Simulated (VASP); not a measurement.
# Tl (P6_3/mmc) in VASP: further runs, part 2 of 2

VASP 6.6.1. Earlier steps stand in the parts before.

### Step 3. Single point, PBEsol (volume scaled by 0.94)

Contents of INCAR:

```
SYSTEM = Tl
ALGO = Fast
EDIFF = 1E-6
ENCUT = 520
GGA = PS
ISIF = 2
ISMEAR = -1
LASPH = .TRUE.
LCHARG = .FALSE.
LREAL = .FALSE.
LWAVE = .FALSE.
NBANDS = 34
NELM = 100
PREC = Accurate
SIGMA = 0.05
```

Contents of KPOINTS:

```
k-points
0
G
  9 9 3
  0 0 0
```

Contents of POSCAR:

```
Tl
1.0
    3.4370126315      0.0000000000      0.0000000000
   -1.7185063158      2.9765402520      0.0000000000
    0.0000000000      0.0000000000     11.0356298018
Tl
4
Direct
    0.6666666667      0.3333333333      0.7500000000
    0.0000000000      0.0000000000      0.5000000000
    0.3333333333      0.6666666667      0.2500000000
    0.0000000000      0.0000000000      0.0000000000
```

Potentials or basis: VASP PAW PBE potentials, release 64 (Tl_d).

Launch:

```sh
$ cat potpaw_PBE.64/Tl_d/POTCAR > POTCAR
$ mpirun -np 1 vasp_std > vasp.out
```

OUTCAR:

```text
SYSTEM = Tl
   EDIFF = 1E-6
   ENCUT = 520
   GGA = PS
   ISIF = 2
   ISMEAR = -1
   LASPH = .TRUE.
   LREAL = .FALSE.
   NELM = 100
   PREC = Accurate

 ion  position               nearest neighbor table
   1  0.667  0.333  0.750-   2 3.40   4 3.40   2 3.40   4 3.40   2 3.40   4 3.40
   2  0.000  0.000  0.500-   1 3.40   3 3.40   1 3.40   3 3.40   1 3.40   3 3.40
   3  0.333  0.667  0.250-   2 3.40   4 3.40   2 3.40   4 3.40   2 3.40   4 3.40
   4  0.000  0.000  0.000-   1 3.40   3 3.40   1 3.40   3 3.40   1 3.40   3 3.40

  LATTYP: Found a hexagonal cell.
 ALAT       =     3.4370126315
 C/A-ratio  =     3.2108202631

  Lattice vectors:

 A1 = (   3.4370126315,   0.0000000000,   0.0000000000)
 A2 = (  -1.7185063158,   2.9765402520,   0.0000000000)
 A3 = (   0.0000000000,   0.0000000000,  11.0356298018)

Analysis of symmetry for initial positions (statically):
=====================================================================
 Subroutine PRICEL returns:
 Original cell was already a primitive cell.

 Routine SETGRP: Setting up the symmetry group for a
 hexagonal supercell.

 Subroutine GETGRP returns: Found 24 space group operations
[... 171 lines left out ...]
 E-fermi :   6.4555     XC(G=0): -10.4327

 val. band max:        6.3687113430   @ k =   0.4444   0.1111   0.0000
 cond. band min:       6.4636401857   @ k =   0.3333   0.2222   0.3333
 fundamental gap:      0.0949288426
 Fermi energy:         6.4555277300

 k-point     1 :       0.0000    0.0000    0.0000
  band No.  band energies     occupation
      1      -5.2586      2.00000
      2      -5.1267      2.00000
      3      -5.0994      2.00000
      4      -5.0546      2.00000
      5      -5.0546      2.00000
      6      -5.0243      2.00000
[... 877 lines left out ...]
     33      11.0366      0.00000
     34      11.8022      0.00000

------------------------ aborting loop because EDIFF is reached ----------------------------------------

  FORCE on cell =-STRESS in cart. coord.  units (eV):
  Direction    XX          YY          ZZ          XY          YZ          ZX
  --------------------------------------------------------------------------------------
  -------------------------------------------------------------------------------------
  Total        0.1224844      0.1224844      0.2221870     -0.0000000      0.0000000      0.0000000
  in kB        1.7382065      1.7382065      3.1531106     -0.0000000      0.0000000      0.0000000
  external PRESSURE =       2.2098412 kB  Pullay stress =       0.0000000 kB

 VOLUME and BASIS-vectors are now :
 -----------------------------------------------------------------------------
  energy-cutoff  :      520.00
  volume of cell :      112.90
      direct lattice vectors                 reciprocal lattice vectors
     3.437012632  0.000000000  0.000000000     0.290950342  0.167980258  0.000000000
    -1.718506316  2.976540252  0.000000000     0.000000000  0.335960516  0.000000000
     0.000000000  0.000000000 11.035629802     0.000000000  0.000000000  0.090615580

 POSITION                                       TOTAL-FORCE (eV/Angst)
 -----------------------------------------------------------------------------------
      1.71851      0.99218      8.27672         0.000000     -0.000000      0.000000
      0.00000      0.00000      5.51781         0.000000      0.000000     -0.000000
     -0.00000      1.98436      2.75891        -0.000000      0.000000     -0.000000
      0.00000      0.00000      0.00000         0.000000      0.000000     -0.000000
 -----------------------------------------------------------------------------------
    total drift:                                0.000000     -0.000000      0.000000

  FREE ENERGIE OF THE ION-ELECTRON SYSTEM (eV)
  ---------------------------------------------------
  free  energy   TOTEN  =       -10.4774785642 eV

  energy  without entropy=      -10.4557671294  energy(sigma->0) =      -10.46662285
```

OSZICAR:

```text
N       E                     dE             d eps       ncg     rms          rms(c)
DAV:   1     0.294712545206E+03    0.29471E+03   -0.27614E+04  1640   0.144E+03
DAV:   2    -0.360858891550E+01   -0.29832E+03   -0.29286E+03  1770   0.331E+02
DAV:   3    -0.105804412376E+02   -0.69719E+01   -0.69150E+01  1836   0.433E+01
DAV:   4    -0.106342819583E+02   -0.53841E-01   -0.53794E-01  1824   0.385E+00
DAV:   5    -0.106350914089E+02   -0.80945E-03   -0.80944E-03  1802   0.487E-01    0.450E+00
RMM:   6    -0.105014899313E+02    0.13360E+00   -0.24802E-01  1643   0.268E+00    0.309E+00
RMM:   7    -0.104810909498E+02    0.20399E-01   -0.15430E-01  1689   0.224E+00    0.101E+00
RMM:   8    -0.104774809245E+02    0.36100E-02   -0.18782E-02  1704   0.727E-01    0.926E-02
RMM:   9    -0.104774810052E+02   -0.80705E-07   -0.38826E-04  1835   0.135E-01    0.279E-02
RMM:  10    -0.104774783570E+02    0.26482E-05   -0.61760E-05  1821   0.503E-02    0.484E-03
RMM:  11    -0.104774787305E+02   -0.37346E-06   -0.10872E-05  1625   0.195E-02    0.310E-03
RMM:  12    -0.104774785642E+02    0.16630E-06   -0.32857E-06  1197   0.866E-03
   1 F= -.10477479E+02 E0= -.10466623E+02  d E =-.217114E-01
```

stdout:

```text
POSCAR found type information on POSCAR Tl
 POSCAR found :  1 types and       4 ions
 scaLAPACK will be used
 -----------------------------------------------------------------------------
|                                                                             |
|                                                                             |
|     You enforced a specific xc type in the INCAR file but a different       |
|     I HOPE YOU KNOW WHAT YOU ARE DOING!                                     |
|                                                                             |
 -----------------------------------------------------------------------------

 LDA part: xc-table for (Slater+PW92), standard interpolation
 POSCAR, INCAR and KPOINTS ok, starting setup
 FFT: planning ... GRIDC
 FFT: planning ... GRID_SOFT
 FFT: planning ... GRID
 WAVECAR not read
 entering main loop
```

Run time: 71 s. Hardware: 1 thread of AMD EPYC 7R43 (Zen 3), shared host; peak memory 0.23 GiB.

What came out:

```
Free energy            : -10.4775 eV
Pressure               : 0.2 GPa
Band gap on the k mesh : zero (band 26 reaches 9.96 eV, above the bottom of band 27 at 5.53 eV)
```

Caveat: the PAW data sets were made with another functional, which shifts forces and pressure a little; spin-orbit coupling is left out, which moves the levels of the heavy elements.

### Step 4. Single point, PBEsol (volume scaled by 0.98)

Contents of INCAR:

```
SYSTEM = Tl
ALGO = Normal ; EDIFF = 1E-7
ENCUT = 520 ; GGA = PS
ISIF = 2 ; ISMEAR = -1
LASPH = .TRUE. ; LCHARG = .FALSE.
LREAL = .FALSE. ; LWAVE = .FALSE.
NBANDS = 34 ; NELM = 60
PREC = Accurate ; SIGMA = 0.05
```

KPOINTS is that of step 3.

Contents of POSCAR:

```
Tl
1.0
    3.4850889649      0.0000000000      0.0000000000
   -1.7425444824      3.0181755779      0.0000000000
    0.0000000000      0.0000000000     11.1899942671
Tl
4
Direct
    0.6666666667      0.3333333333      0.7500000000
    0.0000000000      0.0000000000      0.5000000000
    0.3333333333      0.6666666667      0.2500000000
    0.0000000000      0.0000000000      0.0000000000
```

Potentials or basis: VASP PAW PBE potentials, release 64 (Tl_d).

Launch:

```sh
$ cat potpaw_PBE.64/Tl_d/POTCAR > POTCAR
$ mpirun -np 1 vasp_std > vasp.out
```

OUTCAR:

```text
SYSTEM = Tl
   EDIFF = 1E-7
   ENCUT = 520
   GGA = PS
   ISIF = 2
   ISMEAR = -1
   LASPH = .TRUE.
   LREAL = .FALSE.
   NELM = 60
   PREC = Accurate

 ion  position               nearest neighbor table
   1  0.667  0.333  0.750-   2 3.45   4 3.45   2 3.45   4 3.45   2 3.45   4 3.45
   2  0.000  0.000  0.500-   1 3.45   3 3.45   3 3.45   1 3.45   1 3.45   3 3.45
   3  0.333  0.667  0.250-   2 3.45   4 3.45   2 3.45   4 3.45   2 3.45   4 3.45
   4  0.000  0.000  0.000-   1 3.45   3 3.45   3 3.45   1 3.45   1 3.45   3 3.45

  LATTYP: Found a hexagonal cell.
 ALAT       =     3.4850889649
 C/A-ratio  =     3.2108202631

  Lattice vectors:

 A1 = (   3.4850889649,   0.0000000000,   0.0000000000)
 A2 = (  -1.7425444824,   3.0181755779,   0.0000000000)
 A3 = (   0.0000000000,   0.0000000000,  11.1899942671)

Analysis of symmetry for initial positions (statically):
=====================================================================
 Subroutine PRICEL returns:
 Original cell was already a primitive cell.

 Routine SETGRP: Setting up the symmetry group for a
 hexagonal supercell.

 Subroutine GETGRP returns: Found 24 space group operations
 (whereof 12 operations were pure point group operations)
 out of a pool of 24 trial point group operations.

The static configuration has the point symmetry D_3d.
 The point group associated with its full space group is D_6h.

Analysis of symmetry for dynamics (positions and initial velocities):
=====================================================================
 Subroutine PRICEL returns:
 Original cell was already a primitive cell.

 Routine SETGRP: Setting up the symmetry group for a
 hexagonal supercell.

 Subroutine GETGRP returns: Found 24 space group operations
 (whereof 12 operations were pure point group operations)
 out of a pool of 24 trial point group operations.

The dynamic configuration has the point symmetry D_3d.
 The point group associated with its full space group is D_6h.

[... 118 lines left out ...]
   IALGO  =     38    algorithm
   IMIX   =      4    mixing-type and parameters
     AMIX     =   0.40;   BMIX     =  1.00
     AMIX_MAG =   1.60;   BMIX_MAG =  1.00
  volume/ion in A,a.u.               =      29.43       198.58
  Fermi-wavevector in a.u.,A,eV,Ry     =   1.246847  2.356199 21.151994  1.554628
  Thomas-Fermi vector in A             =   2.381006
   LORBIT       =      0    0 simple, 1 ext, 2 COOP (PROOUT), +10 PAW based schemes
   GGA     = PS    functional components
   LHFCALC =     F    Hartree Fock is set to
   AEXX    =    0.0000 exact exchange contribution
   IVDW    =     0    specifies the selected vdW correction
   LEPSILON=     F    determine dielectric tensor
   LRPA    =     F    only Hartree local field effects (RPA)
 non-spin polarized calculation
  energy-cutoff  :      520.00
  volume of cell :      117.70
 maximum number of plane-waves:      3210
 NGX is ok and might be reduce to    28
   NGX = 13   NGY = 13   NGZ = 41

 number of electron      52.0000014 magnetization

 Free energy of the ion-electron system (eV)
  ---------------------------------------------------
  ext. energy  EPLUGINS =         0.00000000
  ---------------------------------------------------
  free energy    TOTEN  =       -10.46432760 eV

  energy without entropy =      -10.44129491  energy(sigma->0) =      -10.45281125

 E-fermi :   6.0258     XC(G=0): -10.2246

 val. band max:        5.9593103235   @ k =   0.3333   0.1111   0.0000
 cond. band min:       6.0326964409   @ k =   0.3333   0.2222   0.3333
 fundamental gap:      0.0733861174
 Fermi energy:         6.0257734393

 k-point     1 :       0.0000    0.0000    0.0000
  band No.  band energies     occupation
      1      -5.6000      2.00000
      2      -5.4877      2.00000
      3      -5.4629      2.00000
      4      -5.4314      2.00000
      5      -5.4314      2.00000
      6      -5.4036      2.00000
[... 877 lines left out ...]
     33      10.4581      0.00000
     34      11.2271      0.00000

------------------------ aborting loop because EDIFF is reached ----------------------------------------

  FORCE on cell =-STRESS in cart. coord.  units (eV):
  Direction    XX          YY          ZZ          XY          YZ          ZX
  --------------------------------------------------------------------------------------
  -------------------------------------------------------------------------------------
  Total       -0.8833972     -0.8833972     -0.8998556     -0.0000000     -0.0000000      0.0000000
  in kB      -12.0248139    -12.0248139    -12.2488456     -0.0000000     -0.0000000      0.0000000
  external PRESSURE =     -12.0994911 kB  Pullay stress =       0.0000000 kB

 VOLUME and BASIS-vectors are now :
 -----------------------------------------------------------------------------
  energy-cutoff  :      520.00
  volume of cell :      117.70
      direct lattice vectors                 reciprocal lattice vectors
     3.485088965  0.000000000  0.000000000     0.286936721  0.165662993  0.000000000
    -1.742544482  3.018175578  0.000000000     0.000000000  0.331325986  0.000000000
     0.000000000  0.000000000 11.189994267     0.000000000  0.000000000  0.089365551

 POSITION                                       TOTAL-FORCE (eV/Angst)
 -----------------------------------------------------------------------------------
      1.74254      1.00606      8.39250         0.000000      0.000000     -0.000000
      0.00000      0.00000      5.59500         0.000000      0.000000     -0.000000
     -0.00000      2.01212      2.79750        -0.000000      0.000000      0.000000
      0.00000      0.00000      0.00000         0.000000      0.000000     -0.000000
 -----------------------------------------------------------------------------------
    total drift:                                0.000000     -0.000000      0.000000

  FREE ENERGIE OF THE ION-ELECTRON SYSTEM (eV)
  ---------------------------------------------------
  free  energy   TOTEN  =       -10.4643275972 eV

  energy  without entropy=      -10.4412949058  energy(sigma->0) =      -10.45281125
```

OSZICAR:

```text
N       E                     dE             d eps       ncg     rms          rms(c)
DAV:   1     0.290547829748E+03    0.29055E+03   -0.27626E+04  1640   0.143E+03
DAV:   2    -0.338251024336E+01   -0.29393E+03   -0.28901E+03  1768   0.326E+02
DAV:   3    -0.105403050811E+02   -0.71578E+01   -0.70986E+01  1822   0.428E+01
DAV:   4    -0.106064440698E+02   -0.66139E-01   -0.66078E-01  1768   0.397E+00
DAV:   5    -0.106073610013E+02   -0.91693E-03   -0.91692E-03  1840   0.508E-01    0.391E+00
DAV:   6    -0.104861015342E+02    0.12126E+00   -0.23552E-01  1736   0.295E+00    0.277E+00
DAV:   7    -0.104662632265E+02    0.19838E-01   -0.10274E-01  1716   0.191E+00    0.102E+00
DAV:   8    -0.104643175471E+02    0.19457E-02   -0.88684E-03  1692   0.571E-01    0.667E-02
DAV:   9    -0.104643225465E+02   -0.49994E-05   -0.46748E-05  1870   0.501E-02    0.168E-02
DAV:  10    -0.104643274115E+02   -0.48650E-05   -0.11415E-05  1748   0.281E-02    0.361E-03
DAV:  11    -0.104643276674E+02   -0.25593E-06   -0.17906E-06  1770   0.124E-02    0.195E-03
DAV:  12    -0.104643275972E+02    0.70271E-07   -0.13565E-07   912   0.242E-03
   1 F= -.10464328E+02 E0= -.10452811E+02  d E =-.230327E-01
```

stdout:

```text
POSCAR found type information on POSCAR Tl
 POSCAR found :  1 types and       4 ions
 scaLAPACK will be used
 -----------------------------------------------------------------------------
|                                                                             |
|                                                                             |
|     You enforced a specific xc type in the INCAR file but a different       |
|     I HOPE YOU KNOW WHAT YOU ARE DOING!                                     |
|                                                                             |
 -----------------------------------------------------------------------------

 LDA part: xc-table for (Slater+PW92), standard interpolation
 POSCAR, INCAR and KPOINTS ok, starting setup
 FFT: planning ... GRIDC
 FFT: planning ... GRID_SOFT
 FFT: planning ... GRID
 WAVECAR not read
 entering main loop
```

Wall time 64 s (1 thread of AMD EPYC 7R43 (Zen 3), shared host); peak memory 0.23 GiB.

What came out:

* Free energy: -10.4643 eV
* Pressure: -1.2 GPa
* Band gap on the k mesh: zero (band 26 reaches 9.37 eV, above the bottom of band 27 at 5.15 eV)

Caveat: the PAW data sets were made with another functional, which shifts forces and pressure a little; spin-orbit coupling is left out, which moves the levels of the heavy elements.

### Step 5. Single point, PBEsol (volume scaled by 1.02)

Contents of INCAR:

```
SYSTEM = Tl
  PREC = Accurate
  ENCUT = 520
  EDIFF = 1E-6
  ISMEAR = -1
  SIGMA = 0.05
  LREAL = .False.
  LASPH = .True.
  NELM = 80
  ALGO = Fast
  ISIF = 2
  LWAVE = .False.
  LCHARG = .True.
  GGA = PS
  LELF = .True.
  LVHAR = .True.
  NBANDS = 34
```

Contents of KPOINTS:

```
Automatic mesh
0
Gamma
  9 9 3
  0 0 0
```

Contents of POSCAR:

```
Tl
1.0
    3.5318742652      0.0000000000      0.0000000000
   -1.7659371326      3.0586928366      0.0000000000
    0.0000000000      0.0000000000     11.3402134575
Tl
4
Direct
    0.6666666667      0.3333333333      0.7500000000
    0.0000000000      0.0000000000      0.5000000000
    0.3333333333      0.6666666667      0.2500000000
    0.0000000000      0.0000000000      0.0000000000
```

Launch:

```sh
$ cat potpaw_PBE.64/Tl_d/POTCAR > POTCAR
$ mpirun -np 1 vasp_std > vasp.out
```

Run time: 86 s. Hardware: 1 thread of AMD EPYC 7R43 (Zen 3), shared host; peak memory 0.24 GiB.

Results (log left out):

```
Free energy            : -10.4136 eV
Pressure               : -2.3 GPa
Band gap on the k mesh : zero (band 26 reaches 8.84 eV, above the bottom of band 27 at 4.81 eV)
```

Stress tensor (GPa, compression positive):
```
-2.24  0.00  0.00
 0.00 -2.24  0.00
 0.00  0.00 -2.40
```

Levels at points of the mesh, in eV from the Fermi level:
```tsv
k point	band 24	band 25	band 26	band 27	band 28	band 29
(0.00, 0.00, 0.00)	-5.13	-2.56	3.10	3.12	7.62	7.62
```

Caveat: the PAW data sets were made with another functional, which shifts forces and pressure a little; spin-orbit coupling is left out, which moves the levels of the heavy elements.

### Step 6. Overview

```csv
cell,gap on the mesh (eV),pressure (GPa)
"a = 3.509, b = 3.509, c = 11.266 Å, angles 90.0, 90.0, 120.0°, 4 atoms",none,-1.8
"a = 3.437, b = 3.437, c = 11.036 Å, angles 90.0, 90.0, 120.0°, 4 atoms",none,0.2
"a = 3.485, b = 3.485, c = 11.190 Å, angles 90.0, 90.0, 120.0°, 4 atoms",none,-1.2
"a = 3.532, b = 3.532, c = 11.340 Å, angles 90.0, 90.0, 120.0°, 4 atoms",none,-2.3
```

Alike in all rows: task single point; level PBEsol; potentials or basis VASP PAW PBE potentials, release 64 (Tl_d); no spin polarisation; k mesh 9 × 9 × 3; cutoff (eV) 520; smearing fermi-dirac 0.05 eV.

Caveats: the PAW data sets were made with another functional, which shifts forces and pressure a little; spin-orbit coupling is left out, which moves the levels of the heavy elements.

Absolute energies hang on the potentials; compare differences alone.
